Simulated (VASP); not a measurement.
Set up this calculation in VASP 6.6.1, as the native input.

* Task: relaxation of cell and atoms
* Functional: LDA
* Potentials or basis: VASP PAW LDA potentials, release 64 (Ga_d, P)
* Cutoff: 500 eV
* k mesh: 6 × 6 × 6
* Occupations: gaussian, width 0.03 eV
* Spin: no spin polarisation
* Target pressure: 12 GPa
* Dipole correction: no
* Further INCAR settings: ALGO = Normal; EDIFF = 1e-07; IBRION = 2; EDIFFG = -0.005; NSW = 80; ISIF = 3

The structure of GaP lies in POSCAR:

```
GaP
1.0
    6.4000000000      0.0000000000      0.0000000000
    0.0000000000      6.4000000000      0.0000000000
    0.0000000000      0.0000000000      6.4000000000
Ga P
8 8
Direct
    0.0947000000      0.0947000000      0.0947000000
    0.9053000000      0.9053000000      0.9053000000
    0.4053000000      0.9053000000      0.5947000000
    0.5947000000      0.0947000000      0.4053000000
    0.5947000000      0.4053000000      0.9053000000
    0.4053000000      0.5947000000      0.0947000000
    0.9053000000      0.5947000000      0.4053000000
    0.0947000000      0.4053000000      0.5947000000
    0.6033000000      0.6033000000      0.6033000000
    0.3967000000      0.3967000000      0.3967000000
    0.8967000000      0.3967000000      0.1033000000
    0.1033000000      0.6033000000      0.8967000000
    0.1033000000      0.8967000000      0.3967000000
    0.8967000000      0.1033000000      0.6033000000
    0.3967000000      0.1033000000      0.8967000000
    0.6033000000      0.8967000000      0.1033000000
```

The input as run:

INCAR

```
SYSTEM = GaP
ALGO = Normal ; EDIFF = 1E-7
EDIFFG = -0.005 ; ENCUT = 500
GGA_COMPAT = .FALSE. ; IBRION = 2
ISIF = 3 ; ISMEAR = 0
LASPH = .TRUE. ; LCHARG = .FALSE.
LREAL = .FALSE. ; LWAVE = .FALSE.
NELM = 120 ; NELMIN = 4
NSW = 80 ; PREC = Accurate
PSTRESS = 120.0 ; SIGMA = 0.03
```

KPOINTS

```
k-points
0
G
  6 6 6
  0 0 0
```

Potentials or basis: VASP PAW LDA potentials, release 64 (Ga_d, P).

Launch:

```console
$ cat potpaw_LDA.64/Ga_d/POTCAR potpaw_LDA.64/P/POTCAR > POTCAR
$ mpirun -np 1 vasp_std > vasp.out
```

Results of the run:

The relaxed volume is 16.00 Å³/atom and the relaxed cell is a = 6.350 Å, b = 6.350 Å, c = 6.350 Å, α = 90.00°, β = 90.00°, γ = 90.00°. The space group after relaxing (to 0.1 Å) is Pa-3 (No. 205) and the energy change on relaxing (the run minimises the enthalpy) is -93.7 meV/atom. The ionic steps are 11. The pressure after relaxing is 12.0 GPa. The largest force after relaxing is 0.003 eV/Å. The band gap on the k mesh is zero (bands 72 and 73 overlap by 0.59 eV).

Caveat: the cell is relaxed towards a set pressure, so the run minimises the enthalpy, not the energy; semilocal functionals underestimate gaps, and a narrow one can read as zero.

Wall time 52 min on 1 thread of Intel(R) Xeon(R) 6975P-C (Granite Rapids), on a shared host, peak memory 0.51 GiB.
